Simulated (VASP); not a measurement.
Runs of VASP 6.6.1 on Ga. The structure is that of space group Cmce (No. 64), or close to it. The cells are those of the table. 

```csv
task,cell,gap on the mesh (eV),pressure (GPa),largest force (eV/Å)
electric field gradients,"a = 4.438, b = 4.438, c = 4.652 Å, angles 90.0, 90.0, 118.9°, 4 atoms",none,-2.5,0.50
electric field gradients,"a = 4.477, b = 4.400, c = 4.517 Å, angles 91.6, 89.6, 118.9°, 4 atoms",none,(a),0.48
electric field gradients,"a = 4.497, b = 4.497, c = 4.576 Å, angles 90.0, 90.0, 118.9°, 4 atoms",none,-3.1,0.41
single point,"a = 4.497, b = 4.497, c = 4.576 Å, angles 90.0, 90.0, 118.9°, 4 atoms",none,-3.1,0.41
single point,"a = 4.477, b = 4.400, c = 4.517 Å, angles 91.6, 89.6, 118.9°, 4 atoms",none,(b),0.48
single point,"a = 4.525, b = 4.525, c = 4.605 Å, angles 90.0, 90.0, 118.9°, 4 atoms",none,-3.9,0.40
single point,"a = 4.527, b = 4.527, c = 4.517 Å, angles 90.0, 90.0, 118.9°, 4 atoms",none,-3.1,0.37
electric field gradients,"a = 4.453, b = 4.453, c = 4.532 Å, angles 90.0, 90.0, 118.9°, 4 atoms",none,-1.7,0.43
```

Alike in all rows: level PBEsol; potentials or basis VASP PAW PBE potentials, release 64 (Ga_d); no spin polarisation; k mesh 9 × 9 × 8; cutoff (eV) 520; smearing fermi-dirac 0.05 eV.

Q: Estimate the missing entries.

A: (a) -1.1; (b) -1.2.

Caveats: the PAW data sets were made with another functional, which shifts forces and pressure a little; the cell stands under tension (at least some runs).

A k mesh can miss the band edges, and the runs leave out spin-orbit coupling on Ga.

A gap of «none» marks levels without a gap at the run's occupations.
